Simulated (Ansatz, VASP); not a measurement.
Two plane-wave programs on PbO

```
Pb O
1.0
     3.61146    0.00000    0.00000
    -1.80573    3.12762    0.00000
     0.00000    0.00000    6.50788
Pb O
2 2
Direct
  0.00000 0.00000 0.00000
  0.00000 0.00000 0.50000
  0.33333 0.66667 0.25000
  0.66667 0.33333 0.75000
```

Alike in both runs: task single point; functional PBE; k mesh 6 × 6 × 4; occupations fermi-dirac, width 0.02 eV; no spin polarisation.

|  | VASP | Ansatz |
| --- | --- | --- |
| version | VASP 6.6.1 | Ansatz 0.2.0 |
| potentials or method | VASP PAW PBE potentials, release 64 (Pb_d, O) | plane waves, PAW |
| plane-wave cutoff (eV) | 520 | 420 |
| valence electrons in the cell | 40 | 40 |

```tsv
	VASP	Ansatz	Ansatz less VASP
pressure (GPa)	-0.1	-0.1	+0.05
traceless stress, the component that is largest in VASP (GPa)	0.09	0.09	+0.007
```

With one functional, cell and mesh, what is left measures potentials, basis and numerics.

Neither program's run includes spin-orbit coupling.
